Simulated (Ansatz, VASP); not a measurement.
## Two plane-wave programs on MnF2

The input INCAR:

```
  ALGO = Normal
  EDIFF = 1E-7
  EDIFFG = -0.05
  ENCUT = 600
  GGA = PE
  IBRION = 2
  ISIF = 3
  ISMEAR = 0
  LASPH = T
  LCHARG = F
  LREAL = F
  LWAVE = F
  NELM = 60
  NSW = 100
  PREC = Accurate
  SIGMA = 0.1
```

KPOINTS

```
k-points
0
Gamma
  4 4 6
```

File POSCAR:

```
MnF2
1.0
    4.8738000000      0.0000000000      0.0000000000
    0.0000000000      4.8738000000      0.0000000000
    0.0000000000      0.0000000000      3.3107000000
Mn F
2 4
Direct
    0.0000000000      0.0000000000      0.0000000000
    0.5000000000      0.5000000000      0.5000000000
    0.3053000000      0.3053000000      0.0000000000
    0.1947000000      0.8053000000      0.5000000000
    0.6947000000      0.6947000000      0.0000000000
    0.8053000000      0.1947000000      0.5000000000
```

Input for Ansatz:

```yaml
crystal:
  lattice:
    - [4.8738, 0.0, 0.0]
    - [0.0, 4.8738, 0.0]
    - [0.0, 0.0, 3.3107]
  atoms:
    - { symbol: Mn, position: [0.0, 0.0, 0.0] }
    - { symbol: Mn, position: [0.5, 0.5, 0.5] }
    - { symbol: F, position: [0.3053, 0.3053, 0.0] }
    - { symbol: F, position: [0.1947, 0.8053, 0.5] }
    - { symbol: F, position: [0.6947, 0.6947, 0.0] }
    - { symbol: F, position: [0.8053, 0.1947, 0.5] }
basis:
  ecutwfc: 420
kpoints:
  mp_grid: { grid: [4, 4, 6] }
hamiltonian:
  xc: pbe
  pseudopotentials: { kind: paw }
scf:
  occupations: { method: gaussian, width: 0.1 }
output:
  forces: true
  stress: true
  eigenvalues: true
relax:
  adjacent_minimum: "off"
  f_tol: 0.05
  max_steps: 80
  cell: { stress_tol: 0.5 }
```

Alike in both runs: task relaxation of cell and atoms; functional PBE; k mesh 4 × 4 × 6; occupations gaussian, width 0.1 eV; no spin polarisation.

```csv
,VASP,Ansatz
version,VASP 6.6.1,Ansatz 0.2.0
potentials or method,"VASP PAW PBE potentials, release 64 (Mn_pv, F), cutoff 600 eV","scalar-relativistic, plane waves, PAW"
valence electrons in the cell,54,58
```

Ansatz gave:

- gap on the k mesh at the Fermi level, each at its own relaxed structure (eV): none
- relaxed volume (Å³/atom): 10.77
- relaxed length of the cell vector where the two differ most in proportion (Å): 2.733

Estimate VASP's values.

gap on the k mesh at the Fermi level, each at its own relaxed structure (eV): none; relaxed volume (Å³/atom): 10.88; relaxed length of the cell vector where the two differ most in proportion (Å): 3.089.

A gap of «none» marks a metal or a gap that the smearing closes. One of these differences is far larger than is usual between the two programs; its cause wasn't traced. VASP's potentials hold 54 valence electrons a cell and Ansatz's 58, so a difference there can come from the potentials and not from the codes.

Noted on VASP's run: the volume moved by over 15 % at a fixed basis, so the end points are rough.
